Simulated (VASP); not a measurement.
# NbSnTe4 (F-43m) in VASP: single point with PBE

Aim: the single point of NbSnTe4 with PBE.

Program: VASP 6.6.1. These are calculated values, not measurements. Logs are shortened: lines on timing, memory, paths and dates and some standing lists are left out, and cuts for length are marked.

### Step 1. The cell of the first run

The structure is cubic, space group F-43m (No. 216). The conventional cell has a = 8.877 Å, b = 8.877 Å, c = 8.877 Å, α = 90.00°, β = 90.00°, γ = 90.00°. Within 4.8 Å of Nb (site symmetry -43m) lie 12 Te at 3.68 Å and 4 Sn at 3.84 Å. Within 4.8 Å of Sn (site symmetry -43m) lie 12 Te at 3.68 Å and 4 Nb at 3.84 Å. Within 4.1 Å of Te (site symmetry 3m) lie 6 Te at 3.12 to 3.16 Å and 3 Nb at 3.68 Å and 3 Sn at 3.68 Å.

The cell was built from a structure type or drawn by symmetry, and may not be a known phase.

### Step 2. Single point, PBE, collinear spin

Contents of INCAR:

```
SYSTEM = NbSnTe4
PREC = Accurate
ENCUT = 520
EDIFF = 1E-7
ISMEAR = 0
SIGMA = 0.1
LREAL = .FALSE.
LASPH = .TRUE.
NELM = 150
ALGO = Normal
ISIF = 2
LWAVE = .FALSE.
LCHARG = .FALSE.
ISPIN = 2
MAGMOM = 2.66 0 0 0 0 0
LORBIT = 11
LMAXMIX = 4
GGA = PE
NBANDS = 38
```

Contents of KPOINTS:

```
Automatic mesh
0
G
  8 8 8
  0 0 0
```

Contents of POSCAR:

```
NbSnTe4
1.0
    0.0000000000      4.4384101782      4.4384101782
    4.4384101782      0.0000000000      4.4384101782
    4.4384101782      4.4384101782      0.0000000000
Nb Sn Te
1 1 4
Direct
    0.5000000000      0.5000000000      0.5000000000
    0.7500000000      0.7500000000      0.7500000000
    0.6230193342      0.1256602219      0.1256602219
    0.1256602219      0.1256602219      0.1256602219
    0.1256602219      0.6230193342      0.1256602219
    0.1256602219      0.1256602219      0.6230193342
```

Potentials or basis: VASP PAW PBE potentials, release 64 (Nb_sv, Sn_d, Te).

Started as:

```sh
> cat potpaw_PBE.64/Nb_sv/POTCAR potpaw_PBE.64/Sn_d/POTCAR potpaw_PBE.64/Te/POTCAR > POTCAR
> mpirun -np 1 vasp_std > vasp.out
```

OUTCAR:

```text
SYSTEM = NbSnTe4
   PREC = Accurate
   ENCUT = 520
   EDIFF = 1E-7
   ISMEAR = 0
   LREAL = .FALSE.
   LASPH = .TRUE.
   NELM = 150
   ISIF = 2
   ISPIN = 2
   LORBIT = 11
   GGA = PE

 ion  position               nearest neighbor table
   1  0.500  0.500  0.500-
   2  0.750  0.750  0.750-   3 3.68   5 3.68   6 3.68   4 3.68   4 3.68   4 3.68   6 3.68   6 3.68
                             5 3.68   3 3.68   5 3.68   3 3.68
   3  0.623  0.126  0.126-   4 3.12   5 3.12   6 3.12   4 3.16   6 3.16   5 3.16   2 3.68   2 3.68
                             2 3.68
   4  0.126  0.126  0.126-   3 3.12   5 3.12   6 3.12   6 3.16   5 3.16   3 3.16   2 3.68   2 3.68
                             2 3.68
   5  0.126  0.623  0.126-   3 3.12   4 3.12   6 3.12   6 3.16   4 3.16   3 3.16   2 3.68   2 3.68
                             2 3.68
   6  0.126  0.126  0.623-   3 3.12   4 3.12   5 3.12   4 3.16   5 3.16   3 3.16   2 3.68   2 3.68
                             2 3.68

  LATTYP: Found a face centered cubic cell.
 ALAT       =     8.8768203564

  Lattice vectors:

 A1 = (   0.0000000000,   4.4384101782,   4.4384101782)
 A2 = (   4.4384101782,   0.0000000000,   4.4384101782)
 A3 = (   4.4384101782,   4.4384101782,   0.0000000000)

Analysis of symmetry for initial positions (statically):
=====================================================================
 Subroutine PRICEL returns:
 Original cell was already a primitive cell.

 Routine SETGRP: Setting up the symmetry group for a
 face centered cubic supercell.

 Subroutine GETGRP returns: Found 24 space group operations
 (whereof 24 operations were pure point group operations)
 out of a pool of 48 trial point group operations.

The static configuration has the point symmetry T_d .

Analysis of symmetry for dynamics (positions and initial velocities):
=====================================================================
 Subroutine PRICEL returns:
 Original cell was already a primitive cell.

 Routine SETGRP: Setting up the symmetry group for a
 face centered cubic supercell.

 Subroutine GETGRP returns: Found 24 space group operations
 (whereof 24 operations were pure point group operations)
 out of a pool of 48 trial point group operations.

The dynamic configuration has the point symmetry T_d .

Analysis of structural, dynamic, and magnetic symmetry:
=====================================================================
 Subroutine PRICEL returns:
 Original cell was already a primitive cell.

 Routine SETGRP: Setting up the symmetry group for a
 face centered cubic supercell.

 Subroutine GETGRP returns: Found 24 space group operations
 (whereof 24 operations were pure point group operations)
 out of a pool of 48 trial point group operations.

The overall configuration has the point symmetry T_d .

 Subroutine INISYM returns: Found 24 space group operations
 (whereof 24 operations are pure point group operations),
 and found     1 'primitive' translations

----------------------------------------------------------------------------------------

                                     Primitive cell

  volume of cell :     174.8688

  direct lattice vectors                    reciprocal lattice vectors
     0.000000000  4.438410178  4.438410178    -0.112652950  0.112652950  0.112652950
     4.438410178  0.000000000  4.438410178     0.112652950 -0.112652950  0.112652950
     4.438410178  4.438410178  0.000000000     0.112652950  0.112652950 -0.112652950

  length of vectors
     6.276859869  6.276859869  6.276859869     0.195120633  0.195120633  0.195120633

  position of ions in fractional coordinates (direct lattice)
     0.500000000  0.500000000  0.500000000
     0.750000000  0.750000000  0.750000000
     0.623019334  0.125660222  0.125660222
     0.125660222  0.125660222  0.125660222
     0.125660222  0.623019334  0.125660222
     0.125660222  0.125660222  0.623019334

  ion indices of the primitive-cell ions
   primitive index   ion index
                 1           1
                 2           2
                 3           3
                 4           4
                 5           5
                 6           6

----------------------------------------------------------------------------------------

 KPOINTS: Automatic mesh

Automatic generation of k-mesh.
 Grid dimensions read from file:
 generate k-points for:    8    8    8

 Generating k-lattice:

  Cartesian coordinates                     Fractional coordinates (reciprocal lattice)
    -0.014081619  0.014081619  0.014081619     0.125000000  0.000000000  0.000000000
     0.014081619 -0.014081619  0.014081619     0.000000000  0.125000000  0.000000000
     0.014081619  0.014081619 -0.014081619     0.000000000  0.000000000  0.125000000

  Length of vectors
     0.024390079  0.024390079  0.024390079

  Shift w.r.t. Gamma in fractional coordinates (k-lattice)
     0.000000000  0.000000000  0.000000000

 Subroutine IBZKPT returns following result:
 ===========================================

 Found     29 irreducible k-points:

 Following reciprocal coordinates:
            Coordinates               Weight
  0.000000  0.000000  0.000000      1.000000
  0.125000  0.000000  0.000000      8.000000
  0.250000  0.000000  0.000000      8.000000
  0.375000  0.000000  0.000000      8.000000
  0.500000  0.000000  0.000000      4.000000
  0.125000  0.125000  0.000000      6.000000
[... 16 lines left out ...]
  0.500000  0.250000  0.125000     48.000000
 -0.375000  0.250000  0.125000     24.000000
 [... further k-points ...]
   k-points           NKPTS =     29   k-points in BZ     NKDIM =     29   number of bands    NBANDS=     38
   number of dos      NEDOS =    301   number of ions     NIONS =      6
   total plane-waves  NPLWV = 110592
   dimension x,y,z NGX =    48 NGY =   48 NGZ =   48
   dimension x,y,z NGXF=    96 NGYF=   96 NGZF=   96
   ions per type =               1   1   4
   NGX,Y,Z   is equivalent  to a cutoff of  12.71, 12.71, 12.71 a.u.
   NGXF,Y,Z  is equivalent  to a cutoff of  25.43, 25.43, 25.43 a.u.
 SYSTEM =  NbSnTe4
   PREC   = accura    normal or accurate (medium, high low for compatibility)
   ISTART =      0    job   : 0-new  1-cont  2-samecut
   ICHARG =      2    charge: 1-file 2-atom 10-const
   ISPIN  =      2    spin polarized calculation?
   LNONCOLLINEAR =      F non collinear calculations
   LSORBIT =      F    spin-orbit coupling
   LASPH  =      T    aspherical Exc in radial PAW
   ENCUT  =  520.0 eV  38.22 Ry    6.18 a.u.  11.67 11.67 11.67*2*pi/ulx,y,z
   NELM   =    150;   NELMIN=  2; NELMDL= -5     # of ELM steps
   EDIFF  = 0.1E-06   stopping-criterion for ELM
   LREAL  =      F    real-space projection
   EDIFFG = 0.1E-05   stopping-criterion for IOM
   NSW    =      0    number of steps for IOM
   IBRION =     -1    ionic relax: 0-MD 1-quasi-New 2-CG
   NFREE  =      0    steps in history (QN), initial steepest desc. (CG)
   ISIF   =      2    stress and relaxation
   ISYM   =      2    0-nonsym 1-usesym 2-fastsym
   POTIM  = 0.5000    time-step for ionic-motion
   TEBEG  =    0.0;   TEEND  =   0.0 temperature during run
   PSTRESS=    0.0 pullay stress
   NELECT =      51.0000    total number of electrons
   NUPDOWN=      -1.0000    fix difference up-down
   EMIN   =  10.00;   EMAX   =-10.00  energy-range for DOS
   EFERMI =   0.00;   METHOD = LEGACY
   ISMEAR =     0;   SIGMA  =   0.10  broadening in eV -4-tet -1-fermi 0-gaus
   EFERMI_NEDOS =   21; number of points for ismear=-14 and -15
   IALGO  =     38    algorithm
   IMIX   =      4    mixing-type and parameters
     AMIX     =   0.40;   BMIX     =  1.00
     AMIX_MAG =   1.60;   BMIX_MAG =  1.00
  volume/ion in A,a.u.               =      29.14       196.68
  Fermi-wavevector in a.u.,A,eV,Ry     =   1.085661  2.051601 16.036632  1.178659
  Thomas-Fermi vector in A             =   2.221780
   LORBIT       =     11    0 simple, 1 ext, 2 COOP (PROOUT), +10 PAW based schemes
   GGA     = PE    functional components
   LHFCALC =     F    Hartree Fock is set to
   AEXX    =    0.0000 exact exchange contribution
   IVDW    =     0    specifies the selected vdW correction
   LEPSILON=     F    determine dielectric tensor
   LRPA    =     F    only Hartree local field effects (RPA)
 spin polarized calculation
 Gauss-broadening in eV      SIGMA  =   0.10
  energy-cutoff  :      520.00
  volume of cell :      174.87
 maximum number of plane-waves:      4737
   NGX = 23   NGY = 23   NGZ = 23

 number of electron      51.0000003 magnetization       2.7029439

 Free energy of the ion-electron system (eV)
  ---------------------------------------------------
  ext. energy  EPLUGINS =         0.00000000
  ---------------------------------------------------
  free energy    TOTEN  =       -21.37367417 eV

  energy without entropy =      -21.34112005  energy(sigma->0) =      -21.35739711

 E-fermi :   7.7567     XC(G=0):  -9.9440

 val. band max:        7.7537534159   @ k =  -0.2500   0.3750   0.1250
 cond. band min:       7.7646618732   @ k =   0.1250   0.1250   0.0000
 fundamental gap:      0.0109084573
 Fermi energy:         7.7567175291

 spin component 1

 k-point     1 :       0.0000    0.0000    0.0000
  band No.  band energies     occupation
      1     -48.2737      1.00000
      2     -24.4142      1.00000
      3     -24.4142      1.00000
      4     -24.4142      1.00000
      5     -13.9829      1.00000
      6     -13.9829      1.00000
[... 29 lines left out ...]
     36      13.8705      0.00000
     37      14.0877      0.00000

 k-point     2 :       0.1250    0.0000    0.0000
  band No.  band energies     occupation
      1     -48.2737      1.00000
      2     -24.4142      1.00000
      3     -24.4142      1.00000
      4     -24.4142      1.00000
      5     -13.9829      1.00000
      6     -13.9829      1.00000
[... 29 lines left out ...]
     36      13.3516      0.00000
     37      13.8920      0.00000
[... 838 lines left out ...]
     36      12.1138      0.00000
     37      12.3125      0.00000

 k-point    24 :      -0.3750    0.2500    0.1250
  band No.  band energies     occupation
      1     -48.2737      1.00000
      2     -24.4144      1.00000
      3     -24.4143      1.00000
      4     -24.4143      1.00000
      5     -13.9830      1.00000
      6     -13.9828      1.00000
[... 29 lines left out ...]
     36      12.3018      0.00000
     37      12.3609      0.00000

 [... further k-points ...]

 spin component 2

 k-point     1 :       0.0000    0.0000    0.0000
  band No.  band energies     occupation
      1     -46.8892      1.00000
      2     -22.8296      1.00000
      3     -22.8296      1.00000
      4     -22.8296      1.00000
      5     -13.9927      1.00000
      6     -13.9927      1.00000
[... 29 lines left out ...]
     36      14.1244      0.00000
     37      14.2975      0.00000

 k-point     2 :       0.1250    0.0000    0.0000
  band No.  band energies     occupation
      1     -46.8892      1.00000
      2     -22.8296      1.00000
      3     -22.8296      1.00000
      4     -22.8296      1.00000
      5     -13.9927      1.00000
      6     -13.9927      1.00000
[... 29 lines left out ...]
     36      13.5986      0.00000
     37      14.1164      0.00000
[... 838 lines left out ...]
     36      12.5890      0.00000
     37      12.7927      0.00000

 k-point    24 :      -0.3750    0.2500    0.1250
  band No.  band energies     occupation
      1     -46.8892      1.00000
      2     -22.8298      1.00000
      3     -22.8297      1.00000
      4     -22.8296      1.00000
      5     -13.9928      1.00000
      6     -13.9927      1.00000
[... 29 lines left out ...]
     36      12.8155      0.00000
     37      12.8372      0.00000

 [... further k-points ...]

 [bands above 37 left out]

------------------------ aborting loop because EDIFF is reached ----------------------------------------

  FORCE on cell =-STRESS in cart. coord.  units (eV):
  Direction    XX          YY          ZZ          XY          YZ          ZX
  --------------------------------------------------------------------------------------
  -------------------------------------------------------------------------------------
  Total       -0.1027011     -0.1027011     -0.1027011      0.0000000      0.0000000     -0.0000000
  in kB       -0.9409648     -0.9409648     -0.9409648      0.0000000      0.0000000     -0.0000000
  external PRESSURE =      -0.9409648 kB  Pullay stress =       0.0000000 kB

 VOLUME and BASIS-vectors are now :
 -----------------------------------------------------------------------------
  energy-cutoff  :      520.00
  volume of cell :      174.87
      direct lattice vectors                 reciprocal lattice vectors
     0.000000000  4.438410178  4.438410178    -0.112652950  0.112652950  0.112652950
     4.438410178  0.000000000  4.438410178     0.112652950 -0.112652950  0.112652950
     4.438410178  4.438410178  0.000000000     0.112652950  0.112652950 -0.112652950

 POSITION                                       TOTAL-FORCE (eV/Angst)
 -----------------------------------------------------------------------------------
      4.43841      4.43841      4.43841         0.000000     -0.000000      0.000000
      6.65762      6.65762      6.65762         0.000000     -0.000000      0.000000
      1.11546      3.32295      3.32295        -0.003565      0.003565      0.003565
      1.11546      1.11546      1.11546        -0.003565     -0.003565     -0.003565
      3.32295      1.11546      3.32295         0.003565     -0.003565      0.003565
      3.32295      3.32295      1.11546         0.003565      0.003565     -0.003565
 -----------------------------------------------------------------------------------
    total drift:                                0.000000      0.000000      0.000000

  FREE ENERGIE OF THE ION-ELECTRON SYSTEM (eV)
  ---------------------------------------------------
  free  energy   TOTEN  =       -21.3736741727 eV

  energy  without entropy=      -21.3411200528  energy(sigma->0) =      -21.35739711

 total charge

# of ion       s       p       d       tot
------------------------------------------
    1        2.104   5.893   2.516  10.513
    2        1.344   0.707   9.952  12.003
    3        1.453   1.766   0.067   3.286
    4        1.453   1.766   0.067   3.286
    5        1.453   1.766   0.067   3.286
    6        1.453   1.766   0.067   3.286
--------------------------------------------------
tot          9.259  13.665  12.737  35.661

 magnetization (x)

# of ion       s       p       d       tot
------------------------------------------
    1        0.039   0.013   1.983   2.035
    2        0.007  -0.058   0.003  -0.047
    3        0.001  -0.027   0.003  -0.024
    4        0.001  -0.027   0.003  -0.024
    5        0.001  -0.027   0.003  -0.024
    6        0.001  -0.027   0.003  -0.024
--------------------------------------------------
tot          0.050  -0.153   1.997   1.894
```

Wall time 8.7 min (1 thread of Intel Xeon Platinum 8488C (Sapphire Rapids), shared host); peak memory 0.6 GiB.

What came out:

| Property | Result |
| --- | --- |
| Free energy | -21.3737 eV |
| Pressure | -0.1 GPa |
| Largest force | 0.006 eV/Å |
| Net moment | 2.70 μB per cell |
| Site moments | Nb +2.04; Sn -0.05; Te -0.02 μB |
| Valence electrons inside the program's atomic spheres | Nb 10.51; Sn 12.00; Te 3.29 |

Forces on the atoms (eV/Å):
```
Nb   0.000  0.000  0.000
Sn   0.000  0.000  0.000
Te  -0.004  0.004  0.004
Te  -0.004 -0.004 -0.004
Te   0.004 -0.004  0.004
Te   0.004  0.004 -0.004
```

Caveat: spin-orbit coupling is left out, which moves the levels of the heavy elements.
